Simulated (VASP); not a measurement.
# Be (P-3m1) in VASP: further runs

Be is run at these levels: PBE; tasks: single point.

All numbers are computed with VASP 6.6.1; they aren't measurements. Logs are shortened: lines on timing, memory, paths and dates and some standing lists are left out, and cuts for length are marked.

## (1) The cell of the first run

Symmetry: P-3m1, No. 164, trigonal system. The conventional cell has a = 2.300 Å, b = 2.300 Å, c = 3.601 Å, α = 90.00°, β = 90.00°, γ = 120.00°. Be (site symmetry 3m) has 9 Be at 1.79 to 2.30 Å within 2.4 Å.

## (2) Single point, PBE (atom 1 (Be) moved by (+0.000, -0.600) A along y and z)

Input file INCAR:

```
  PREC = Accurate
  ENCUT = 520
  EDIFF = 1E-6
  ISMEAR = 0
  SIGMA = 0.15
  LREAL = False
  LASPH = True
  NELM = 60
  ALGO = Normal
  ISIF = 2
  LWAVE = False
  LCHARG = True
  GGA = PE
  LELF = True
  LVHAR = True
  NBANDS = 9
```

Input file KPOINTS:

```
regular mesh
0
Gamma
  24 24 14
```

Input file POSCAR:

```
Be
1.0
    2.2995019849      0.0000000000      0.0000000000
   -1.1497509925      1.9914271350      0.0000000000
    0.0000000000      0.0000000000      3.6009000000
Be
2
Direct
    0.3333333333      0.6666666667      0.0833749896
    0.6666666667      0.3333333333      0.7500000000
```

Potentials or basis: VASP PAW PBE potentials, release 64 (Be).

Command:

```sh
$ cat potpaw_PBE.64/Be/POTCAR > POTCAR
$ mpirun -np 1 vasp_std > vasp.out
```

OUTCAR:

```text
PREC = Accurate
   ENCUT = 520
   EDIFF = 1E-6
   ISMEAR = 0
   LREAL = False
   LASPH = True
   NELM = 60
   ISIF = 2
   GGA = PE

 ion  position               nearest neighbor table
   1  0.333  0.667  0.083-   2 1.79   2 1.79   2 1.79
   2  0.667  0.333  0.750-   1 1.79   1 1.79   1 1.79

  LATTYP: Found a hexagonal cell.
 ALAT       =     2.2995019849
 C/A-ratio  =     1.5659477677

  Lattice vectors:

 A1 = (   2.2995019849,   0.0000000000,   0.0000000000)
 A2 = (  -1.1497509925,   1.9914271350,   0.0000000000)
 A3 = (   0.0000000000,   0.0000000000,   3.6009000000)

Analysis of symmetry for initial positions (statically):
=====================================================================
 Subroutine PRICEL returns:
 Original cell was already a primitive cell.

 Routine SETGRP: Setting up the symmetry group for a
 hexagonal supercell.

 Subroutine GETGRP returns: Found 12 space group operations
 (whereof  6 operations were pure point group operations)
 out of a pool of 24 trial point group operations.

The static configuration has the point symmetry C_3v.
 The point group associated with its full space group is D_3d.

Analysis of symmetry for dynamics (positions and initial velocities):
=====================================================================
 Subroutine PRICEL returns:
 Original cell was already a primitive cell.

 Routine SETGRP: Setting up the symmetry group for a
 hexagonal supercell.

 Subroutine GETGRP returns: Found 12 space group operations
 (whereof  6 operations were pure point group operations)
 out of a pool of 24 trial point group operations.

The dynamic configuration has the point symmetry C_3v.
 The point group associated with its full space group is D_3d.

 Subroutine INISYM returns: Found 12 space group operations
 (whereof  6 operations are pure point group operations),
 and found     1 'primitive' translations

----------------------------------------------------------------------------------------

                                     Primitive cell

  volume of cell :      16.4896

  direct lattice vectors                    reciprocal lattice vectors
     2.299501985  0.000000000  0.000000000     0.434876772  0.251076221  0.000000000
    -1.149750993  1.991427135  0.000000000     0.000000000  0.502152443  0.000000000
     0.000000000  0.000000000  3.600900000     0.000000000  0.000000000  0.277708351

  length of vectors
[... 82 lines left out ...]
   EDIFF  = 0.1E-05   stopping-criterion for ELM
   LREAL  =      F    real-space projection
   EDIFFG = 0.1E-04   stopping-criterion for IOM
   NSW    =      0    number of steps for IOM
   IBRION =     -1    ionic relax: 0-MD 1-quasi-New 2-CG
   NFREE  =      0    steps in history (QN), initial steepest desc. (CG)
   ISIF   =      2    stress and relaxation
   ISYM   =      2    0-nonsym 1-usesym 2-fastsym
   POTIM  = 0.5000    time-step for ionic-motion
   TEBEG  =    0.0;   TEEND  =   0.0 temperature during run
   PSTRESS=    0.0 pullay stress
   NELECT =       4.0000    total number of electrons
   NUPDOWN=      -1.0000    fix difference up-down
   EMIN   =  10.00;   EMAX   =-10.00  energy-range for DOS
   EFERMI =   0.00;   METHOD = LEGACY
   ISMEAR =     0;   SIGMA  =   0.15  broadening in eV -4-tet -1-fermi 0-gaus
   EFERMI_NEDOS =   21; number of points for ismear=-14 and -15
   IALGO  =     38    algorithm
   IMIX   =      4    mixing-type and parameters
     AMIX     =   0.40;   BMIX     =  1.00
     AMIX_MAG =   1.60;   BMIX_MAG =  1.00
  volume/ion in A,a.u.               =       8.24        55.64
  Fermi-wavevector in a.u.,A,eV,Ry     =   1.020998  1.929407 14.183227  1.042438
  Thomas-Fermi vector in A             =   2.154599
   LORBIT       =      0    0 simple, 1 ext, 2 COOP (PROOUT), +10 PAW based schemes
   GGA     = PE    functional components
   LHFCALC =     F    Hartree Fock is set to
   AEXX    =    0.0000 exact exchange contribution
   IVDW    =     0    specifies the selected vdW correction
   LEPSILON=     F    determine dielectric tensor
   LRPA    =     F    only Hartree local field effects (RPA)
 non-spin polarized calculation
 Gauss-broadening in eV      SIGMA  =   0.15
  energy-cutoff  :      520.00
  volume of cell :       16.49
 maximum number of plane-waves:       470
 NGX is ok and might be reduce to    18
   NGX =  9   NGY =  9   NGZ = 13

 number of electron       4.0000000 magnetization

 Free energy of the ion-electron system (eV)
  ---------------------------------------------------
  ext. energy  EPLUGINS =         0.00000000
  ---------------------------------------------------
  free energy    TOTEN  =        -5.98348939 eV

  energy without entropy =       -5.98182122  energy(sigma->0) =       -5.98265531

 E-fermi :   5.9386     XC(G=0): -10.2945

 val. band max:        5.9255611890   @ k =   0.2083   0.1667   0.0714
 cond. band min:       5.9986436252   @ k =   0.2917   0.2917   0.3571
 fundamental gap:      0.0730824362
 Fermi energy:         5.9386134879

 k-point     1 :       0.0000    0.0000    0.0000
  band No.  band energies     occupation
      1      -4.6625      2.00000
      2       3.4637      2.00000
      3       6.1518      0.04440
      4      20.4205      0.00000
      5      20.4205      0.00000
      6      24.5277      0.00000
      7      24.5277      0.00000
      8      31.5431      0.00000
      9      31.8245      0.00000
[... 265 lines left out ...]
 k-point    24 :       0.4583    0.0417    0.0000
  band No.  band energies     occupation
      1       0.8434      2.00000
      2       3.1949      2.00000
      3      10.5839      0.00000
      4      12.0893      0.00000
      5      13.8458      0.00000
      6      14.8031      0.00000
      7      17.0098      0.00000
      8      24.2289      0.00000
      9      25.4185      0.00000

 [... further k-points ...]
[... 5 lines left out ...]
  --------------------------------------------------------------------------------------
  -------------------------------------------------------------------------------------
  Total        1.6464732      1.6464732      4.6015106     -0.0000000     -0.0000000     -0.0000000
  in kB      159.9764193    159.9764193    447.0969807     -0.0000000     -0.0000000     -0.0000000
  external PRESSURE =     255.6832731 kB  Pullay stress =       0.0000000 kB

 VOLUME and BASIS-vectors are now :
 -----------------------------------------------------------------------------
  energy-cutoff  :      520.00
  volume of cell :       16.49
      direct lattice vectors                 reciprocal lattice vectors
     2.299501985  0.000000000  0.000000000     0.434876772  0.251076221  0.000000000
    -1.149750993  1.991427135  0.000000000     0.000000000  0.502152443  0.000000000
     0.000000000  0.000000000  3.600900000     0.000000000  0.000000000  0.277708351

 POSITION                                       TOTAL-FORCE (eV/Angst)
 -----------------------------------------------------------------------------------
     -0.00000      1.32762      0.30023         0.000000      0.000000      5.864457
      1.14975      0.66381      2.70068        -0.000000      0.000000     -5.864457
 -----------------------------------------------------------------------------------
    total drift:                               -0.000000      0.000000     -0.000000

  FREE ENERGIE OF THE ION-ELECTRON SYSTEM (eV)
  ---------------------------------------------------
  free  energy   TOTEN  =        -5.9834893867 eV

  energy  without entropy=       -5.9818212249  energy(sigma->0) =       -5.98265531
```

OSZICAR:

```text
N       E                     dE             d eps       ncg     rms          rms(c)
DAV:   1    -0.135737162289E+01   -0.13574E+01   -0.17596E+03 14080   0.364E+02
DAV:   2    -0.679613797931E+01   -0.54388E+01   -0.52978E+01 19780   0.576E+01
DAV:   3    -0.686566684758E+01   -0.69529E-01   -0.69135E-01 16989   0.456E+00
DAV:   4    -0.686576093695E+01   -0.94089E-04   -0.94080E-04 18994   0.177E-01
DAV:   5    -0.686576098938E+01   -0.52427E-07   -0.53269E-07 16445   0.340E-03    0.328E+00
DAV:   6    -0.611678148075E+01    0.74898E+00   -0.14117E+00 14919   0.356E+00    0.144E+00
DAV:   7    -0.598426444226E+01    0.13252E+00   -0.61020E-01 17020   0.244E+00    0.291E-01
DAV:   8    -0.598362827978E+01    0.63616E-03   -0.69002E-03 15097   0.496E-01    0.498E-02
DAV:   9    -0.598349102970E+01    0.13725E-03   -0.69467E-04 16612   0.990E-02    0.997E-03
DAV:  10    -0.598348919213E+01    0.18376E-05   -0.15231E-05 17936   0.224E-02    0.271E-03
DAV:  11    -0.598348938675E+01   -0.19462E-06   -0.60834E-07 11145   0.475E-03
   1 F= -.59834894E+01 E0= -.59826553E+01  d E =-.166816E-02
```

stdout:

```text
POSCAR found type information on POSCAR Be
 POSCAR found :  1 types and       2 ions
 scaLAPACK will be used
 LDA part: xc-table for (Slater+PW92), standard interpolation
 POSCAR, INCAR and KPOINTS ok, starting setup
 FFT: planning ... GRIDC
 FFT: planning ... GRID_SOFT
 FFT: planning ... GRID
 WAVECAR not read
 entering main loop
```

Run time: 36 s. Hardware: 1 thread of Intel Xeon 6975P-C (Granite Rapids), shared host; peak memory 0.2 GiB.

Results:

- Free energy: -5.9835 eV
- Pressure: 25.6 GPa
- Largest force: 5.864 eV/Å
- Band gap on the k mesh: zero (band 2 reaches 6.86 eV, above the bottom of band 3 at 4.80 eV)

Forces on the atoms (eV/Å):
```
Be   0.000  0.000  5.864
Be   0.000  0.000 -5.864
```

Stress tensor (GPa, compression positive):
```
16.00  0.00  0.00
 0.00 16.00  0.00
 0.00  0.00 44.71
```

Levels at points of the mesh, in eV from the Fermi level:
```csv
k point,band 1,band 2,band 3,band 4,band 5,band 6
"(0.00, 0.00, 0.00)",-10.60,-2.47,0.21,14.48,14.48,18.59
"(0.50, 0.00, 0.00)",-5.02,-2.90,4.73,6.35,8.18,8.74
"(0.00, 0.00, 0.50)",-9.30,-7.14,7.89,14.92,14.92,14.95
"(0.50, 0.00, 0.50)",-4.40,-2.80,2.25,3.07,8.84,14.47
```

Caveat: the cell differs from its parent crystal (atom 1 (Be) moved by (+0.000, -0.600) A along y and z); forces of over 1 eV/Å act on the atoms, so gaps and moduli don't describe the material at rest.

## (3) Single point, PBE (atom 1 (Be) moved by (+0.000, -0.300) A along y and z)

Input file INCAR:

```
  ALGO = Fast
  EDIFF = 1E-7
  ENCUT = 520
  GGA = PE
  ISIF = 2
  ISMEAR = 0
  LASPH = T
  LCHARG = F
  LREAL = F
  LWAVE = F
  NBANDS = 9
  NELM = 100
  PREC = Accurate
  SIGMA = 0.15
```

Input file KPOINTS:

```
k-points
0
Gamma
  24 24 14
```

POSCAR, as its differences from that of step 2:

```diff
@@ -8,3 +8,3 @@
 Direct
-    0.3333333333      0.6666666667      0.0833749896
+    0.3333333333      0.6666666667      0.1666874948
     0.6666666667      0.3333333333      0.7500000000
```

Potentials or basis: VASP PAW PBE potentials, release 64 (Be).

Command:

```sh
$ cat potpaw_PBE.64/Be/POTCAR > POTCAR
$ mpirun -np 1 vasp_std > vasp.out
```

OUTCAR:

```text
EDIFF = 1E-7
   ENCUT = 520
   GGA = PE
   ISIF = 2
   ISMEAR = 0
   LASPH = T
   LREAL = F
   NELM = 100
   PREC = Accurate

 ion  position               nearest neighbor table
   1  0.333  0.667  0.167-   2 2.00   2 2.00   2 2.00
   2  0.667  0.333  0.750-   1 2.00   1 2.00   1 2.00

  LATTYP: Found a hexagonal cell.
 ALAT       =     2.2995019849
 C/A-ratio  =     1.5659477677

  Lattice vectors:

 A1 = (   2.2995019849,   0.0000000000,   0.0000000000)
 A2 = (  -1.1497509925,   1.9914271350,   0.0000000000)
[... 468 lines left out ...]
      4      12.8240      0.00000
      5      13.7375      0.00000
      6      14.5996      0.00000
      7      17.2367      0.00000
      8      23.3112      0.00000
      9      25.6802      0.00000

 [... further k-points ...]
[... 5 lines left out ...]
  --------------------------------------------------------------------------------------
  -------------------------------------------------------------------------------------
  Total       -0.0560503     -0.0560503      0.9748702      0.0000000      0.0000000     -0.0000000
  in kB       -5.4460179     -5.4460179     94.7214034      0.0000000      0.0000000     -0.0000000
  external PRESSURE =      27.9431225 kB  Pullay stress =       0.0000000 kB

 VOLUME and BASIS-vectors are now :
 -----------------------------------------------------------------------------
  energy-cutoff  :      520.00
  volume of cell :       16.49
      direct lattice vectors                 reciprocal lattice vectors
     2.299501985  0.000000000  0.000000000     0.434876772  0.251076221  0.000000000
    -1.149750993  1.991427135  0.000000000     0.000000000  0.502152443  0.000000000
     0.000000000  0.000000000  3.600900000     0.000000000  0.000000000  0.277708351

 POSITION                                       TOTAL-FORCE (eV/Angst)
 -----------------------------------------------------------------------------------
     -0.00000      1.32762      0.60023        -0.000000      0.000000      2.372190
      1.14975      0.66381      2.70068         0.000000      0.000000     -2.372190
 -----------------------------------------------------------------------------------
    total drift:                                0.000000      0.000000      0.000000

  FREE ENERGIE OF THE ION-ELECTRON SYSTEM (eV)
  ---------------------------------------------------
  free  energy   TOTEN  =        -7.1826764274 eV

  energy  without entropy=       -7.1799672675  energy(sigma->0) =       -7.18132185
```

OSZICAR:

```text
N       E                     dE             d eps       ncg     rms          rms(c)
DAV:   1    -0.275772692188E+01   -0.27577E+01   -0.17608E+03 14072   0.364E+02
DAV:   2    -0.740601163542E+01   -0.46483E+01   -0.45349E+01 20501   0.535E+01
DAV:   3    -0.746372939067E+01   -0.57718E-01   -0.57295E-01 16376   0.399E+00
DAV:   4    -0.746381281252E+01   -0.83422E-04   -0.83418E-04 18020   0.161E-01
DAV:   5    -0.746381285966E+01   -0.47137E-07   -0.47216E-07 15865   0.339E-03    0.197E+00
RMM:   6    -0.722790353040E+01    0.23591E+00   -0.51451E-02 14421   0.124E+00    0.946E-01
RMM:   7    -0.718421669960E+01    0.43687E-01   -0.25392E-02 14917   0.728E-01    0.274E-01
RMM:   8    -0.718268723936E+01    0.15295E-02   -0.77173E-04 15781   0.215E-01    0.182E-02
RMM:   9    -0.718267600291E+01    0.11236E-04   -0.68040E-05 16518   0.677E-02    0.662E-03
RMM:  10    -0.718267641852E+01   -0.41561E-06   -0.52905E-06 16511   0.204E-02    0.110E-03
RMM:  11    -0.718267642737E+01   -0.88455E-08   -0.45949E-07 16507   0.619E-03
   1 F= -.71826764E+01 E0= -.71813218E+01  d E =-.270916E-02
```

Wall time 35 s (1 thread of Intel Xeon 6975P-C (Granite Rapids), shared host); peak memory 0.2 GiB.

What came out:

```yaml
Free_energy: -7.1827 eV
Pressure: 2.8 GPa
Largest_force: 2.372 eV/Å
Band_gap_on_the_k_mesh: zero (band 2 reaches 7.34 eV, above the bottom of band 3 at 5.36 eV)
```

Forces in eV/Å, atoms in the order of the input:
```
Be   0.000  0.000  2.372
Be   0.000  0.000 -2.372
```

Caveat: the cell differs from its parent crystal (atom 1 (Be) moved by (+0.000, -0.300) A along y and z); forces of over 1 eV/Å act on the atoms, so gaps and moduli don't describe the material at rest.
